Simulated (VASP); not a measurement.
Set up this calculation in VASP 6.6.1, as the native input.

```
Task                   : relaxation of cell and atoms
Functional             : PBE
Potentials or basis    : VASP PAW PBE potentials, release 64 (Zr_sv, Ti_sv, N)
Cutoff                 : 600 eV
k mesh                 : 14 × 14 × 12
Occupations            : gaussian, width 0.1 eV
Spin                   : no spin polarisation
Dipole correction      : no
Further INCAR settings : ALGO = Normal; EDIFF = 1e-06; IBRION = 2; EDIFFG = -0.01; NSW = 100; ISIF = 3
```

The structure of ZrTiN lies in POSCAR:

```
ZrTiN
1.0
    3.2595585336      0.0000000000      0.0000000000
    0.0000000000      3.2595585336      0.0000000000
    0.0000000000      0.0000000000      4.0620083737
Zr Ti N
1 1 1
Direct
    0.0000000000      0.0000000000      0.0000000000
    0.5000000000      0.5000000000      0.5000000000
    0.5000000000      0.5000000000      0.0000000000
```

The cell was built from a structure type or drawn by symmetry, and may not be a known phase.

One way to write it, as run:

INCAR

```
SYSTEM = ZrTiN
  PREC = Accurate
  ENCUT = 600
  EDIFF = 1E-6
  ISMEAR = 0
  SIGMA = 0.1
  LREAL = .False.
  LASPH = .True.
  NELM = 100
  ALGO = Normal
  ISIF = 3
  LWAVE = .False.
  LCHARG = .False.
  GGA = PE
  IBRION = 2
  NSW = 100
  EDIFFG = -0.01
```

KPOINTS

```
Automatic mesh
0
Gamma
  14 14 12
  0 0 0
```

Potentials or basis: VASP PAW PBE potentials, release 64 (Zr_sv, Ti_sv, N).

Command:

```console
$ cat potpaw_PBE.64/Zr_sv/POTCAR potpaw_PBE.64/Ti_sv/POTCAR potpaw_PBE.64/N/POTCAR > POTCAR
$ mpirun -np 1 vasp_std > vasp.out
```

Results of the run:

- Relaxed volume: 14.39 Å³/atom
- Relaxed cell: a = 3.257 Å, b = 3.257 Å, c = 4.068 Å, α = 90.00°, β = 90.00°, γ = 90.00°
- Space group after relaxing (to 0.1 Å): P4/mmm (No. 123)
- Energy gained by relaxing: 0.0 meV/atom
- Ionic steps: 3
- Pressure after relaxing: 0.0 GPa
- Band gap on the k mesh: zero (an odd number of electrons rules out a gap without spin polarisation)

Wall time 5.7 min on 1 thread of Intel(R) Xeon(R) Platinum 8488C (Sapphire Rapids), on a shared host, peak memory 0.4 GiB.
